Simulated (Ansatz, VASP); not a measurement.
**Hf2SiO6: VASP beside Ansatz**

```
Hf Si O
1.0
     4.89266   -3.00143    0.03183
     4.89266    3.00143    0.03183
    -0.05581    0.00000    6.41259
Hf Si O
2 1 6
Cartesian
  2.4081 1.5012 5.2807
  7.3214 1.5012 1.1955
  4.8648 -0.0006 3.2381
  5.8142 -0.9459 4.1765
  7.8193 0.0015 0.0537
  5.8029 0.9442 2.2880
  1.9102 0.0015 6.4226
  3.9153 -0.9459 2.2997
  3.9266 0.9442 4.1883
```

Alike in both runs: functional PBE; k mesh 6 × 6 × 4; occupations gaussian, width 0.02 eV; no spin polarisation.

Ansatz relaxed the structure, and its values are those at the end. VASP's run is a single point on that final structure, the one shown.

|  | VASP | Ansatz |
| --- | --- | --- |
| version | VASP 6.6.1 | Ansatz 0.2.0 |
| potentials or method | VASP PAW PBE potentials, release 64 (Hf_pv, Si, O), cutoff 520 eV | scalar-relativistic, plane waves, PAW |
| valence electrons in the cell | 60 | 92 |

|  | VASP | Ansatz | Ansatz less VASP |
| --- | --- | --- | --- |
| gap on the k mesh at the Fermi level (eV) | 4.61 | 4.61 | 0.000 |
| least direct gap on the mesh (eV) | 4.78 | 4.79 | +0.008 |
| pressure (GPa) | -0.6 | 0.0 | +0.62 |
| rms of the force components (eV/Å) | 0.074 | 0.000 | -0.0733 |

The functional is the same, so the differences come from potentials, cutoffs and numerics. VASP's potentials hold 60 valence electrons a cell and Ansatz's 92, so a difference there can come from the potentials and not from the codes.

Spin-orbit coupling is off throughout.
